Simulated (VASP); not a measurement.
Crystal: ZrS2.

```
Zr S
1.0
     3.69138    0.00000    0.00000
    -1.84569    3.19683    0.00000
     0.00000    0.00000    6.04108
Zr S
1 2
Direct
  0.00000 0.00000 0.00000
  0.66667 0.33333 0.76209
  0.33333 0.66667 0.23791
```

| Property | Result |
| --- | --- |
| Program | VASP 6.6.1 |
| Task | relaxation of cell and atoms |
| Functional | revPBE |
| Dispersion | D3(BJ) |
| Potentials or basis | VASP PAW PBE potentials, release 64 (Zr_sv, S) |
| Cutoff | 500 eV |
| k mesh | 12 × 12 × 4 |
| Occupations | fermi-dirac, width 0.01 eV |
| Spin | no spin polarisation |

At the start: pressure -2.8 GPa; volume 23.76 Å³/atom.

Problem. How do energy, volume and symmetry change on relaxing?

Solution. Over 13 steps the energy falls by 35.5 meV/atom and the volume is 20.95 Å³/atom (-11.8 %); space group P-3m1 (No. 164, to 0.1 Å) before and after.

The path:
```tsv
step	energy change (eV)	largest force (eV/Å)	pressure (GPa)	volume (Å³)
1	0.0000	0.1261	-2.82	71.29
2	-0.0123	0.7892	2.61	67.06
3	-0.0242	0.5060	0.23	68.76
4	-0.0440	0.3652	0.09	67.87
5	-0.0631	0.0018	-0.22	65.71
6	-0.0799	0.0075	-0.15	64.77
7	-0.1022	0.0462	0.24	62.76
8	-0.1035	0.0768	0.49	61.97
9	-0.1037	0.0661	0.41	62.21
10	-0.1060	0.0796	-0.35	62.91
11	-0.1060	0.0805	-0.40	62.95
12	-0.1061	0.0764	0.36	62.76
13	-0.1066	0.0024	0.00	62.85
```

Final structure:
```xyz
3
Lattice="3.6086 0.0000 0.0000 -1.8043 3.1251 0.0000 0.0000 0.0000 5.5732" Properties=species:S:1:pos:R:3 pbc="T T T"
Zr    0.0000    0.0000    0.0000
S     1.8043    1.0417    4.1046
S     0.0000    2.0834    1.4687
```

Caveat: the PAW data sets were made with another functional, which shifts forces and pressure a little.
